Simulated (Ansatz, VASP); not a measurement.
# One calculation of NbSi, two programs

```
Nb Si
1.0
     2.62307    0.00000    0.00000
     0.00000    2.62307    0.00000
     0.00000    0.00000    2.62307
Nb Si
1 1
Cartesian
  0.0000 0.0000 0.0000
  1.3115 1.3115 1.3115
```

Change from the starting cell: volume scaled by 0.6, PAW files.

Alike in both runs: task single point; functional LDA; k mesh 14 × 14 × 14; occupations fermi-dirac, width 0.1 eV; no spin polarisation.

|  | VASP | Ansatz |
| --- | --- | --- |
| version | VASP 6.6.1 | Ansatz 0.2.0 |
| potentials or method | VASP PAW LDA potentials, release 64 (Nb_sv, Si) | PAW with Ansatz's default frozen-core files, scalar-relativistic |
| plane-wave cutoff (eV) | 520 | 420 |
| valence electrons in the cell | 17 | 17 |

|  | VASP | Ansatz | Ansatz less VASP |
| --- | --- | --- | --- |
| pressure (GPa) | 261.6 | 260.3 | -1.26 |

LDA's correlation is that of Perdew and Zunger in VASP and of Perdew and Wang (1992) in Ansatz. Both programs put the cell under a high pressure, so it lies far from rest at this level.

Noted on VASP's run: the cell as given lies far from equilibrium.
